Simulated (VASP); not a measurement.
Wanted: the native input for a VASP 6.6.1 run.

```yaml
Task: single point
Functional: PBEsol
Dispersion: D3(BJ)
Potentials_or_basis: VASP PAW PBE potentials, release 64 (In_d, Sb)
Cutoff: 520 eV
k_mesh: 12 × 12 × 12
Occupations: gaussian, width 0.15 eV
Spin: no spin polarisation
Dipole_correction: no
Further_INCAR_settings: ALGO = Normal; EDIFF = 1e-06; NBANDS = 22
```

The structure of InSb3 lies in POSCAR:

```
InSb3
1.0
    0.0000000000      3.6620664019      3.6071354059
    3.6620664019      0.0000000000      3.6071354059
    3.6620664019      3.6620664019      0.0000000000
In Sb
1 3
Direct
    0.0000000000      0.0000000000      0.0000000000
    0.2500000000      0.2500000000      0.2500000000
    0.7500000000      0.7500000000      0.7500000000
    0.5000000000      0.5000000000      0.5000000000
```

This cell differs from its parent crystal: strain -0.0150 x Voigt [0, 0, 1, 0, 0, 0].

These files were run (other wordings do the same):

INCAR

```
  PREC = Accurate
  ENCUT = 520
  EDIFF = 1E-6
  ISMEAR = 0
  SIGMA = 0.15
  LREAL = False
  LASPH = True
  NELM = 60
  ALGO = Normal
  ISIF = 2
  LWAVE = False
  LCHARG = False
  GGA = PS
  IVDW = 12
  NBANDS = 22
```

KPOINTS

```
regular mesh
0
Gamma
  12 12 12
```

Potentials or basis: VASP PAW PBE potentials, release 64 (In_d, Sb).

Launch:

```console
$ cat potpaw_PBE.64/In_d/POTCAR potpaw_PBE.64/Sb/POTCAR > POTCAR
$ mpirun -np 1 vasp_std > vasp.out
```

Results of the run:

```yaml
Pressure: 1.5 GPa
Band_gap_on_the_k_mesh: zero (bands 14 and 15 overlap by 3.43 eV)
Dispersion_energy_per_atom: -0.519 eV
```

Caveat: the cell differs from its parent crystal (strain -0.0150 x Voigt [0, 0, 1, 0, 0, 0]); the PAW data sets were made with another functional, which shifts forces and pressure a little; spin-orbit coupling is left out, which moves the levels of the heavy elements.

It took 5.1 min on 1 thread of Intel(R) Xeon(R) 6975P-C (Granite Rapids) (shared host), peak memory 0.49 GiB.
